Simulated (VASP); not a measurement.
# Bi2TeO3 (P4/mmm) in VASP: notebook

Runs on Bi2TeO3. Level: PBE. Tasks: single point.

All numbers are computed with VASP 6.6.1; they aren't measurements. Logs are shortened: lines on timing, memory, paths and dates and some standing lists are left out, and cuts for length are marked.

## Step 1: The cell of the first run

The structure is tetragonal, space group P4/mmm (No. 123). The conventional cell has a = 4.425 Å, b = 4.425 Å, c = 5.928 Å, α = 90.00°, β = 90.00°, γ = 90.00°. Within 3.9 Å of Bi (site symmetry 4/mmm) lie 2 Te at 2.96 Å and 4 Bi at 3.13 Å and 8 O at 3.70 Å. Within 3.9 Å of Bi (site symmetry 4/mmm) lie 10 O at 2.96 to 3.70 Å and 4 Bi at 3.13 Å. Within 3.0 Å of Te (site symmetry 4/mmm) lie 4 O at 2.21 Å and 2 Bi at 2.96 Å. O (site symmetry 4/mmm) has 4 O at 2.21 Å and 2 Bi at 2.96 Å within 3.0 Å. Within 2.9 Å of O (site symmetry mmm) lie 2 Te at 2.21 Å and 2 O at 2.21 Å.

The cell was generated, and may not be a known phase.

## Step 2: Single point, PBE

INCAR

```
  ALGO = Normal
  EDIFF = 1E-7
  ENCUT = 520
  GGA = PE
  ISIF = 2
  ISMEAR = 0
  LASPH = True
  LCHARG = False
  LREAL = False
  LWAVE = False
  NBANDS = 36
  NELM = 100
  PREC = Accurate
  SIGMA = 0.1
```

KPOINTS

```
k-points
0
Gamma
  4 4 4
```

POSCAR

```
Bi2TeO3
1.0
    4.4249426518      0.0000000000      0.0000000000
    0.0000000000      4.4249426518      0.0000000000
    0.0000000000      0.0000000000      5.9284119000
Bi Te O
2 1 3
Direct
    0.5000000000      0.5000000000      0.5000000000
    0.0000000000      0.0000000000      0.5000000000
    0.5000000000      0.5000000000      0.0000000000
    0.0000000000      0.0000000000      0.0000000000
    0.0000000000      0.5000000000      0.0000000000
    0.5000000000      0.0000000000      0.0000000000
```

Potentials or basis: VASP PAW PBE potentials, release 64 (Bi_d, Te, O).

Command:

```bash
cat potpaw_PBE.64/Bi_d/POTCAR potpaw_PBE.64/Te/POTCAR potpaw_PBE.64/O/POTCAR > POTCAR
mpirun -np 1 vasp_std > vasp.out
```

OUTCAR:

```text
EDIFF = 1E-7
   ENCUT = 520
   GGA = PE
   ISIF = 2
   ISMEAR = 0
   LASPH = True
   LREAL = False
   NELM = 100
   PREC = Accurate

 ion  position               nearest neighbor table
   1  0.500  0.500  0.500-   3 2.96   3 2.96   2 3.13   2 3.13   2 3.13   2 3.13
   2  0.000  0.000  0.500-   1 3.13   1 3.13   1 3.13   1 3.13
   3  0.500  0.500  0.000-   5 2.21   6 2.21   6 2.21   5 2.21   1 2.96   1 2.96
   4  0.000  0.000  0.000-
   5  0.000  0.500  0.000-   3 2.21   3 2.21
   6  0.500  0.000  0.000-   3 2.21   3 2.21

  LATTYP: Found a simple tetragonal cell.
 ALAT       =     4.4249426518
 C/A-ratio  =     1.3397714652

  Lattice vectors:

 A1 = (   4.4249426518,   0.0000000000,   0.0000000000)
 A2 = (   0.0000000000,   4.4249426518,   0.0000000000)
 A3 = (   0.0000000000,   0.0000000000,   5.9284119000)

Analysis of symmetry for initial positions (statically):
=====================================================================
 Subroutine PRICEL returns:
 Original cell was already a primitive cell.

 Routine SETGRP: Setting up the symmetry group for a
 simple tetragonal supercell.

 Subroutine GETGRP returns: Found 16 space group operations
 (whereof 16 operations were pure point group operations)
 out of a pool of 16 trial point group operations.

The static configuration has the point symmetry D_4h.

Analysis of symmetry for dynamics (positions and initial velocities):
=====================================================================
 Subroutine PRICEL returns:
 Original cell was already a primitive cell.

 Routine SETGRP: Setting up the symmetry group for a
 simple tetragonal supercell.

 Subroutine GETGRP returns: Found 16 space group operations
 (whereof 16 operations were pure point group operations)
 out of a pool of 16 trial point group operations.

The dynamic configuration has the point symmetry D_4h.

 Subroutine INISYM returns: Found 16 space group operations
 (whereof 16 operations are pure point group operations),
 and found     1 'primitive' translations

----------------------------------------------------------------------------------------

                                     Primitive cell

  volume of cell :     116.0790

  direct lattice vectors                    reciprocal lattice vectors
     4.424942652  0.000000000  0.000000000     0.225991629  0.000000000  0.000000000
     0.000000000  4.424942652  0.000000000     0.000000000  0.225991629  0.000000000
     0.000000000  0.000000000  5.928411900     0.000000000  0.000000000  0.168679238

  length of vectors
     4.424942652  4.424942652  5.928411900     0.225991629  0.225991629  0.168679238

  position of ions in fractional coordinates (direct lattice)
     0.500000000  0.500000000  0.500000000
     0.000000000  0.000000000  0.500000000
     0.500000000  0.500000000  0.000000000
     0.000000000  0.000000000  0.000000000
     0.000000000  0.500000000  0.000000000
     0.500000000  0.000000000  0.000000000

  ion indices of the primitive-cell ions
   primitive index   ion index
                 1           1
                 2           2
                 3           3
                 4           4
                 5           5
                 6           6

----------------------------------------------------------------------------------------

 KPOINTS: k-points

Automatic generation of k-mesh.
 Grid dimensions read from file:
 generate k-points for:    4    4    4

 Generating k-lattice:

  Cartesian coordinates                     Fractional coordinates (reciprocal lattice)
     0.056497907  0.000000000  0.000000000     0.250000000  0.000000000  0.000000000
     0.000000000  0.056497907  0.000000000     0.000000000  0.250000000  0.000000000
     0.000000000  0.000000000  0.042169809     0.000000000  0.000000000  0.250000000

  Length of vectors
     0.056497907  0.056497907  0.042169809

  Shift w.r.t. Gamma in fractional coordinates (k-lattice)
     0.000000000  0.000000000  0.000000000

 Subroutine IBZKPT returns following result:
 ===========================================

 Found     18 irreducible k-points:

 Following reciprocal coordinates:
            Coordinates               Weight
  0.000000  0.000000  0.000000      1.000000
  0.250000  0.000000  0.000000      4.000000
  0.500000  0.000000  0.000000      2.000000
  0.250000  0.250000  0.000000      4.000000
  0.500000  0.250000  0.000000      4.000000
  0.500000  0.500000  0.000000      1.000000
[... 10 lines left out ...]
  0.500000  0.250000  0.500000      4.000000
  0.500000  0.500000  0.500000      1.000000
   k-points           NKPTS =     18   k-points in BZ     NKDIM =     18   number of bands    NBANDS=     36
   number of dos      NEDOS =    301   number of ions     NIONS =      6
   total plane-waves  NPLWV =  62208
   dimension x,y,z NGX =    36 NGY =   36 NGZ =   48
   dimension x,y,z NGXF=    72 NGYF=   72 NGZF=   96
   ions per type =               2   1   3
   NGX,Y,Z   is equivalent  to a cutoff of  13.53, 13.53, 13.46 a.u.
   NGXF,Y,Z  is equivalent  to a cutoff of  27.05, 27.05, 26.92 a.u.
 SYSTEM =  unknown system
   PREC   = accura    normal or accurate (medium, high low for compatibility)
   ISTART =      0    job   : 0-new  1-cont  2-samecut
   ICHARG =      2    charge: 1-file 2-atom 10-const
   ISPIN  =      1    spin polarized calculation?
   LNONCOLLINEAR =      F non collinear calculations
   LSORBIT =      F    spin-orbit coupling
   LASPH  =      T    aspherical Exc in radial PAW
   ENCUT  =  520.0 eV  38.22 Ry    6.18 a.u.   8.23  8.23 11.02*2*pi/ulx,y,z
   NELM   =    100;   NELMIN=  2; NELMDL= -5     # of ELM steps
   EDIFF  = 0.1E-06   stopping-criterion for ELM
   LREAL  =      F    real-space projection
   EDIFFG = 0.1E-05   stopping-criterion for IOM
   NSW    =      0    number of steps for IOM
   IBRION =     -1    ionic relax: 0-MD 1-quasi-New 2-CG
   NFREE  =      0    steps in history (QN), initial steepest desc. (CG)
   ISIF   =      2    stress and relaxation
   ISYM   =      2    0-nonsym 1-usesym 2-fastsym
   POTIM  = 0.5000    time-step for ionic-motion
   TEBEG  =    0.0;   TEEND  =   0.0 temperature during run
   PSTRESS=    0.0 pullay stress
   NELECT =      54.0000    total number of electrons
   NUPDOWN=      -1.0000    fix difference up-down
   EMIN   =  10.00;   EMAX   =-10.00  energy-range for DOS
   EFERMI =   0.00;   METHOD = LEGACY
   ISMEAR =     0;   SIGMA  =   0.10  broadening in eV -4-tet -1-fermi 0-gaus
   EFERMI_NEDOS =   21; number of points for ismear=-14 and -15
   IALGO  =     38    algorithm
   IMIX   =      4    mixing-type and parameters
     AMIX     =   0.40;   BMIX     =  1.00
     AMIX_MAG =   1.60;   BMIX_MAG =  1.00
  volume/ion in A,a.u.               =      19.35       130.56
  Fermi-wavevector in a.u.,A,eV,Ry     =   1.268493  2.397105 21.892800  1.609075
  Thomas-Fermi vector in A             =   2.401585
   LORBIT       =      0    0 simple, 1 ext, 2 COOP (PROOUT), +10 PAW based schemes
   GGA     = PE    functional components
   LHFCALC =     F    Hartree Fock is set to
   AEXX    =    0.0000 exact exchange contribution
   IVDW    =     0    specifies the selected vdW correction
   LEPSILON=     F    determine dielectric tensor
   LRPA    =     F    only Hartree local field effects (RPA)
 non-spin polarized calculation
 Gauss-broadening in eV      SIGMA  =   0.10
  energy-cutoff  :      520.00
  volume of cell :      116.08
 maximum number of plane-waves:      3144
 NGX is ok and might be reduce to    36
   NGX = 17   NGY = 17   NGZ = 23

 number of electron      53.9999968 magnetization

 Free energy of the ion-electron system (eV)
  ---------------------------------------------------
  ext. energy  EPLUGINS =         0.00000000
  ---------------------------------------------------
  free energy    TOTEN  =       -24.25860995 eV

  energy without entropy =      -24.21855245  energy(sigma->0) =      -24.23858120

 E-fermi :   6.5144     XC(G=0): -10.2742

 val. band max:        6.5041219084   @ k =   0.2500   0.0000   0.5000
 cond. band min:       6.5292636905   @ k =   0.5000   0.2500   0.2500
 fundamental gap:      0.0251417820
 Fermi energy:         6.5143946156

 k-point     1 :       0.0000    0.0000    0.0000
  band No.  band energies     occupation
      1     -16.7920      2.00000
      2     -16.7256      2.00000
      3     -16.6722      2.00000
      4     -16.6722      2.00000
      5     -16.6498      2.00000
      6     -16.3471      2.00000
[... 28 lines left out ...]
     35      12.4488      0.00000
     36      12.4488      0.00000

 k-point     2 :       0.2500    0.0000    0.0000
  band No.  band energies     occupation
      1     -16.7232      2.00000
      2     -16.7049      2.00000
      3     -16.6691      2.00000
      4     -16.6674      2.00000
      5     -16.6239      2.00000
      6     -16.3616      2.00000
[... 28 lines left out ...]
     35      12.1456      0.00000
     36      12.7654      0.00000

 k-point     3 :       0.5000    0.0000    0.0000
  band No.  band energies     occupation
      1     -16.6825      2.00000
      2     -16.6660      2.00000
      3     -16.6625      2.00000
      4     -16.6249      2.00000
      5     -16.5949      2.00000
      6     -16.3783      2.00000
[... 28 lines left out ...]
     35      13.2916      0.00000
     36      14.9322      0.00000
[... 508 lines left out ...]
 k-point    17 :       0.5000    0.2500    0.5000
  band No.  band energies     occupation
      1     -16.7105      2.00000
      2     -16.6752      2.00000
      3     -16.6733      2.00000
      4     -16.6715      2.00000
      5     -16.5902      2.00000
      6     -16.3265      2.00000
[... 28 lines left out ...]
     35      13.6196      0.00000
     36      13.9389      0.00000

 k-point    18 :       0.5000    0.5000    0.5000
  band No.  band energies     occupation
      1     -16.7378      2.00000
      2     -16.7144      2.00000
      3     -16.6802      2.00000
      4     -16.6802      2.00000
      5     -16.5852      2.00000
      6     -16.2920      2.00000
[... 28 lines left out ...]
     35      13.2160      0.00000
     36      13.2160      0.00000

------------------------ aborting loop because EDIFF is reached ----------------------------------------

  FORCE on cell =-STRESS in cart. coord.  units (eV):
  Direction    XX          YY          ZZ          XY          YZ          ZX
  --------------------------------------------------------------------------------------
  -------------------------------------------------------------------------------------
  Total       -0.1872221     -0.1872221      0.1435195      0.0000000      0.0000000     -0.0000000
  in kB       -2.5841279     -2.5841279      1.9809242      0.0000000      0.0000000     -0.0000000
  external PRESSURE =      -1.0624439 kB  Pullay stress =       0.0000000 kB

 VOLUME and BASIS-vectors are now :
 -----------------------------------------------------------------------------
  energy-cutoff  :      520.00
  volume of cell :      116.08
      direct lattice vectors                 reciprocal lattice vectors
     4.424942652  0.000000000  0.000000000     0.225991629  0.000000000  0.000000000
     0.000000000  4.424942652  0.000000000     0.000000000  0.225991629  0.000000000
     0.000000000  0.000000000  5.928411900     0.000000000  0.000000000  0.168679238

 POSITION                                       TOTAL-FORCE (eV/Angst)
 -----------------------------------------------------------------------------------
      2.21247      2.21247      2.96421         0.000000      0.000000      0.000000
      0.00000      0.00000      2.96421         0.000000      0.000000      0.000000
      2.21247      2.21247      0.00000         0.000000      0.000000      0.000000
      0.00000      0.00000      0.00000         0.000000      0.000000      0.000000
      0.00000      2.21247      0.00000         0.000000      0.000000      0.000000
      2.21247      0.00000      0.00000         0.000000      0.000000      0.000000
 -----------------------------------------------------------------------------------
    total drift:                                0.000000      0.000000      0.000000

  FREE ENERGIE OF THE ION-ELECTRON SYSTEM (eV)
  ---------------------------------------------------
  free  energy   TOTEN  =       -24.2586099489 eV

  energy  without entropy=      -24.2185524455  energy(sigma->0) =      -24.23858120
```

Wall time 57 s (1 thread of AMD EPYC 9R45 (Zen 5), shared host); peak memory 0.24 GiB.

What came out:

| Item | Value |
| --- | --- |
| Free energy | -24.2586 eV |
| Pressure | -0.1 GPa |
| Band gap on the k mesh | zero (bands 27 and 28 overlap by 2.24 eV) |

Stress tensor (GPa, compression positive):
```
-0.26  0.00  0.00
 0.00 -0.26  0.00
 0.00  0.00  0.20
```

Caveat: spin-orbit coupling is left out, which moves the levels of the heavy elements.

(Part 1 of 2 ends here.)

The gap in the log of VASP goes by the Fermi energy; the results here count the filled bands.